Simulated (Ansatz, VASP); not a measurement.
**One calculation of Y, two programs**

```xyz
4
Lattice="3.5441 0.0000 0.0000 -1.7720 3.0692 0.0000 0.0000 0.0000 11.3695" Properties=species:S:1:pos:R:3 pbc="T T T"
Y     3.5441    0.0000   11.3695
Y     1.7720    3.0692    5.6847
Y     0.0000    2.0462    2.8424
Y     1.7720    1.0231    8.5271
```

Alike in both runs: task single point; functional revPBE; k mesh 11 × 11 × 3; occupations fermi-dirac, width 0.1 eV; no spin polarisation.

|  | VASP | Ansatz |
| --- | --- | --- |
| version | VASP 6.6.1 | Ansatz 0.2.0 |
| potentials or method | VASP PAW PBE potentials, release 64 (Y_sv), cutoff 520 eV | plane waves (420 eV) with PAW, scalar-relativistic |
| valence electrons in the cell | 44 | 44 |

```tsv
	VASP	Ansatz	Ansatz less VASP
pressure (GPa)	3.3	3.5	+0.13
traceless stress, the component that is largest in VASP (GPa)	0.08	0.08	-0.004
```

VASP's potentials were made for PBE, not for revPBE. The functional is the same, so the differences come from potentials, cutoffs and numerics.
